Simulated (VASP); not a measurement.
Set up this calculation in VASP 6.6.1, as the native input.

| Property | Result |
| --- | --- |
| Task | single point |
| Functional | r2SCAN |
| Potentials or basis | VASP PAW PBE potentials, release 64 (Mg) |
| Cutoff | 520 eV |
| k mesh | 10 × 10 × 10 |
| Occupations | gaussian, width 0.1 eV |
| Spin | no spin polarisation |
| Dipole correction | no |
| Further INCAR settings | ALGO = Normal; EDIFF = 1e-07; NBANDS = 7 |

The system is Mg.

```
Mg
1.0
    -1.48873    1.48873    1.48873
     1.48873   -1.48873    1.48873
     1.48873    1.48873   -1.48873
Mg
1
Cartesian
  0.0000 0.0000 0.0000
```

The input as run:

POSCAR

```
Mg
1.0
   -1.4887302530      1.4887302530      1.4887302530
    1.4887302530     -1.4887302530      1.4887302530
    1.4887302530      1.4887302530     -1.4887302530
Mg
1
Direct
    0.0000000000      0.0000000000      0.0000000000
```

INCAR.step1

```
ALGO = Normal
EDIFF = 1E-4
ENCUT = 520
GGA = PE
ISMEAR = 0
LASPH = T
LCHARG = F
LREAL = F
LWAVE = T
NBANDS = 7
NELM = 80
PREC = Accurate
SIGMA = 0.1
```

INCAR.step2

```
ALGO = Normal
EDIFF = 1E-7
ENCUT = 520
ISIF = 2
ISMEAR = 0
ISTART = 1
LASPH = T
LCHARG = T
LELF = T
LMIXTAU = T
LREAL = F
LVHAR = T
LWAVE = F
METAGGA = R2SCAN
NBANDS = 7
NELM = 80
PREC = Accurate
SIGMA = 0.1
```

KPOINTS

```
k-points
0
Gamma
  10 10 10
```

Potentials or basis: VASP PAW PBE potentials, release 64 (Mg).

Command:

```bash
$ cat potpaw_PBE.64/Mg/POTCAR > POTCAR
$ cp INCAR.step1 INCAR
$ mpirun -np 1 vasp_std > vasp.out
$ cp INCAR.step2 INCAR
$ mpirun -np 1 vasp_std > vasp.out
```

It gave:

The pressure is 57.8 GPa. The band gap on the k mesh is zero (band 1 reaches 10.42 eV, above the bottom of band 2 at 5.46 eV).

Caveat: the PAW data sets were made with another functional, which shifts forces and pressure a little.

Run time: 8.1 s on 1 thread of Intel(R) Xeon(R) 6975P-C (Granite Rapids), on a shared host, peak memory 0.12 GiB.
